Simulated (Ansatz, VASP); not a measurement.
**CrCuO2 in VASP and in Ansatz**

```
Cr Cu O
1.0
     1.50627    0.86964    5.70422
    -1.50627    0.86964    5.70422
     0.00000   -1.73929    5.70422
Cr Cu O
1 1 2
Direct
  0.50000 0.50000 0.50000
  0.00000 0.00000 0.00000
  0.10843 0.10843 0.10843
  0.89157 0.89157 0.89157
```

Alike in both runs: task single point; functional PBE; k mesh 14 × 14 × 14; occupations gaussian, width 0.05 eV; collinear spin.

|  | VASP | Ansatz |
| --- | --- | --- |
| version | VASP 6.6.1 | Ansatz 0.2.0 |
| potentials or method | VASP PAW PBE potentials, release 64 (Cr_pv, Cu, O), cutoff 600 eV | scalar-relativistic, plane waves, PAW |
| valence electrons in the cell | 35 | 45 |

|  | VASP | Ansatz | Ansatz less VASP |
| --- | --- | --- | --- |
| gap on the k mesh at the Fermi level (eV) | 1.10 | 1.11 | +0.005 |
| least direct gap on the mesh (eV) | 1.30 | 1.31 | +0.005 |
| pressure (GPa) | 0.5 | 0.0 | -0.52 |
| traceless stress, the component that is largest in VASP (GPa) | 0.54 | -0.01 | -0.554 |
| rms of the force components (eV/Å) | 0.009 | 0.000 | -0.0090 |
| net moment per atom (μB) | 0.75 | 0.75 | 0.000 |
| size of the moment on the site where the two differ most (μB) | 2.84 | 2.42 | -0.419 |

Site moments also hang on the region over which each program counts them. Atom by atom the forces differ by 0.009 eV/Å (rms over components). VASP's potentials hold 35 valence electrons a cell and Ansatz's 45, so a difference there can come from the potentials and not from the codes.
